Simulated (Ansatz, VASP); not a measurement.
CoO in VASP and in Ansatz

The input INCAR:

```
SYSTEM = CoO
PREC     = Accurate       ! precision mode
ENCUT    = 600            ! plane-wave cutoff, eV
EDIFF    = 1E-6           ! SCF threshold, eV
ISMEAR   = 0              ! smearing method
SIGMA    = 0.05           ! smearing width, eV
LREAL    = .False.        ! projectors in reciprocal space
LASPH    = .True.         ! aspherical terms in the spheres
NELM     = 200            ! most SCF steps
ALGO     = Normal         ! electronic algorithm
ISIF     = 2              ! what is computed and relaxed
LWAVE    = .False.        ! write WAVECAR
LCHARG   = .True.         ! write CHGCAR
ISPIN    = 2              ! spin polarisation
MAGMOM   = 3 0            ! initial moments
LORBIT   = 11             ! projections on sites
LMAXMIX  = 4              ! l up to which the mixer works
LDAU     = .True.         ! DFT+U
LDAUTYPE = 2            
LDAUL    = 2 -1           ! shell
LDAUU    = 2 0            ! U, eV
LDAUJ    = 0 0          
LDAUPRINT= 1            
GGA      = CA             ! functional
LELF     = .True.         ! ELF
LVHAR    = .True.       
NBANDS   = 22             ! bands
GGA_COMPAT= .False.
```

Contents of KPOINTS:

```
regular mesh
0
Gamma
  8 8 7
  0 0 0
```

POSCAR

```
CoO
1.0
    2.8562992300      0.0000000000      0.0000000000
   -1.4281496100      2.4736276900      0.0000000000
    0.0000000000      0.0000000000      2.7876065300
Co O
1 1
Direct
    0.0000000000      0.0000000000      0.0000000000
    0.6666666667      0.3333333333      0.5000000000
```

Input for Ansatz:

```yaml
crystal:
  lattice:
    - [2.85629923, 0.0, 0.0]
    - [-1.42814961, 2.47362769, 0.0]
    - [0.0, 0.0, 2.78760653]
  atoms:
    - { symbol: Co, position: [0.0, 0.0, 0.0], spin: 3.0 }
    - { symbol: O, position: [0.6666666667, 0.3333333333, 0.5] }
basis:
  ecutwfc: 420
  ecutrho_ratio: 4
kpoints:
  mp_grid: { grid: [8, 8, 7] }
hamiltonian:
  xc: lda
  hubbard: { sites: [{ site: 0, l: d, u_eff: 2.0 }] }
scf:
  occupations: { method: gaussian, width: 0.05 }
output:
  forces: true
  stress: true
  eigenvalues: true
  populations: true
  hubbard: { sites: [{ site: 0, l: d }] }
magnetization:
  spin_polarized: true
```

Alike in both runs: task single point; functional LDA; k mesh 8 × 8 × 7; occupations gaussian, width 0.05 eV; collinear spin; Hubbard terms Co d U = 2.0 eV.

```csv
,VASP,Ansatz
version,VASP 6.6.1,Ansatz 0.2.0
potentials or method,"VASP PAW LDA potentials, release 64 (Co_sv, O), cutoff 600 eV","scalar-relativistic, plane waves, PAW"
valence electrons in the cell,23,23
```

```tsv
	VASP	Ansatz	Ansatz less VASP
gap on the k mesh at the Fermi level (eV)	none	none	-
pressure (GPa)	-23.4	-16.4	+6.98
traceless stress, the component that is largest in VASP (GPa)	-4.34	-8.91	-4.565
rms of the force components (eV/Å)	0.000	0.153	+0.1531
net moment per atom (μB)	1.50	1.50	0.000
size of the moment on the site where the two differ most (μB)	2.57	2.52	-0.049
```

LDA's correlation is that of Perdew and Zunger in VASP and of Perdew and Wang (1992) in Ansatz. Site moments also hang on the region over which each program counts them. The programs project onto different local orbitals, so the same U acts differently, and such runs can settle in different states. Atom by atom the forces differ by 0.153 eV/Å (rms over components). A gap of «none» marks a metal or a gap that the smearing closes. Ansatz's warnings: filled band counts differ across k points, reached outside group.
